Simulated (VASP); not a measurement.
KBr, 2 atoms in the cell. It takes space group Fm-3m (No. 225, cubic). Conventional cell: a = 6.605 Å, b = 6.605 Å, c = 6.605 Å, α = 90.00°, β = 90.00°, γ = 90.00°. K (site symmetry m-3m) has 6 Br at 3.30 Å within 4.3 Å. Within 4.3 Å of Br (site symmetry m-3m) lie 6 K at 3.30 Å. 

| Item | Value |
| --- | --- |
| Program | VASP 6.6.1 |
| Task | single point |
| Functional | PBE-based screened hybrid |
| Potentials or basis | VASP PAW PBE potentials, release 64 (K_sv, Br) |
| Cutoff | 520 eV |
| k mesh | 4 × 4 × 4 |
| Occupations | gaussian, width 0.01 eV |
| Spin | no spin polarisation |
| Dipole correction | no |
| Grid for exact exchange (PRECFOCK) | Normal |
| Share of exact exchange | 0.05 |
| Further INCAR settings | ALGO = Normal; EDIFF = 1e-06; NBANDS = 15 |
| Screening parameter | 0.1 1/Å |

Potentials or basis: VASP PAW PBE potentials, release 64 (K_sv, Br).

Launch:

```console
$ cat potpaw_PBE.64/K_sv/POTCAR potpaw_PBE.64/Br/POTCAR > POTCAR
$ cp INCAR.step1 INCAR
$ mpirun -np 1 vasp_std > vasp.out
$ cp INCAR.step2 INCAR
$ mpirun -np 1 vasp_std > vasp.out
```

Hardware: 1 thread of Intel(R) Xeon(R) Platinum 8488C (Sapphire Rapids), on a shared host.

Question: Estimate the wall time of this run.

Answer: Wall time 3.8 min on 1 thread of Intel(R) Xeon(R) Platinum 8488C (Sapphire Rapids), with other jobs on the host, peak memory 0.32 GiB. Counts: k points 8.
